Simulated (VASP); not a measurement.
Write the native input for VASP 6.6.1 that does the following.

- Task: relaxation of cell and atoms
- Functional: PBE
- Potentials or basis: VASP PAW PBE potentials, release 64 (Cu, O)
- Cutoff: 600 eV
- k mesh: 7 × 7 × 4
- Occupations: fermi-dirac, width 0.05 eV
- Spin: no spin polarisation
- Dipole correction: no
- Further INCAR settings: ALGO = Normal; EDIFF = 1e-06; IBRION = 2; EDIFFG = -0.01; NSW = 80; ISIF = 3

The structure of CuO lies in POSCAR:

```
CuO
1.0
    2.8795009639      0.0000000000      0.0000000000
    0.0390727580      2.8792794796      0.0000000000
    0.0174953863      0.0172449008      5.1763391994
Cu O
2 2
Direct
    0.0000000000      0.5000000000      0.0000000000
    0.5000000000      0.0000000000      0.5000000000
    0.9984239700      0.0016717800      0.7498871000
    0.0015760300      0.9983282200      0.2501129000
```

The input as run:

INCAR

```
SYSTEM = CuO
PREC     = Accurate       ! precision mode
ENCUT    = 600            ! plane-wave cutoff, eV
EDIFF    = 1E-6           ! SCF threshold, eV
ISMEAR   = -1             ! smearing method
SIGMA    = 0.05           ! smearing width, eV
LREAL    = .FALSE.        ! projectors in reciprocal space
LASPH    = .TRUE.         ! aspherical terms in the spheres
NELM     = 60             ! most SCF steps
ALGO     = Normal         ! electronic algorithm
ISIF     = 3              ! what is computed and relaxed
LWAVE    = .FALSE.        ! write WAVECAR
LCHARG   = .FALSE.        ! write CHGCAR
GGA      = PE             ! functional
IBRION   = 2              ! ionic algorithm
NSW      = 80             ! ionic steps
EDIFFG   = -0.01          ! ionic threshold
```

KPOINTS

```
regular mesh
0
G
  7 7 4
  0 0 0
```

Potentials or basis: VASP PAW PBE potentials, release 64 (Cu, O).

Launch:

```sh
$ cat potpaw_PBE.64/Cu/POTCAR potpaw_PBE.64/O/POTCAR > POTCAR
$ mpirun -np 1 vasp_std > vasp.out
```

Results of the run:

The relaxed volume is 11.24 Å³/atom, the relaxed cell is a = 2.951 Å, b = 2.950 Å, c = 5.164 Å, α = 89.81°, β = 89.82°, γ = 89.29° and the space group after relaxing (to 0.1 Å) is P4_2/mmc (No. 131). The energy gained by relaxing is 10.6 meV/atom, the ionic steps are 5 and the pressure after relaxing is 0.0 GPa. The largest force after relaxing is 0.006 eV/Å and the band gap on the k mesh is zero (bands 17 and 18 overlap by 1.13 eV).

Caveat: semilocal functionals often make such compounds metallic where correlation or magnetic order opens a gap, which also shifts bond lengths.

Run time: 8.1 min on 1 thread of Intel Xeon 8259CL, on a shared host, peak memory 0.24 GiB.
